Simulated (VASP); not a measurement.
La3In, 4 atoms in the cell. It takes space group Pm-3m (No. 221, cubic). The conventional cell has a = 4.982 Å, b = 4.982 Å, c = 4.982 Å, α = 90.00°, β = 90.00°, γ = 90.00°. La (site symmetry 4/mmm) has 8 La at 3.52 Å and 4 In at 3.52 Å within 4.6 Å. Within 4.6 Å of In (site symmetry m-3m) lie 12 La at 3.52 Å.  This cell differs from its parent crystal: volume scaled by 0.94.

* Program: VASP 6.6.1
* Task: electric field gradients
* Functional: PBEsol
* Potentials or basis: VASP PAW PBE potentials, release 64 (La, In_d)
* Cutoff: 520 eV
* k mesh: 7 × 7 × 7
* Occupations: fermi-dirac, width 0.05 eV
* Spin: no spin polarisation
* Dipole correction: no
* Further INCAR settings: ALGO = Normal; EDIFF = 1e-08; NBANDS = 31

Potentials or basis: VASP PAW PBE potentials, release 64 (La, In_d).

Run with:

```console
$ cat potpaw_PBE.64/La/POTCAR potpaw_PBE.64/In_d/POTCAR > POTCAR
$ mpirun -np 1 vasp_std > vasp.out
```

Hardware: 1 thread of Intel(R) Xeon(R) Platinum 8259CL CPU @ 2.50GHz (Skylake/Cascade Lake), with other jobs on the host.

Q: Estimate the wall time of this run.

A: Wall time 2.3 min on 1 thread of Intel(R) Xeon(R) Platinum 8259CL CPU @ 2.50GHz (Skylake/Cascade Lake), with other jobs on the host, peak memory 0.28 GiB. Counts: scf iterations 22, k points 20.
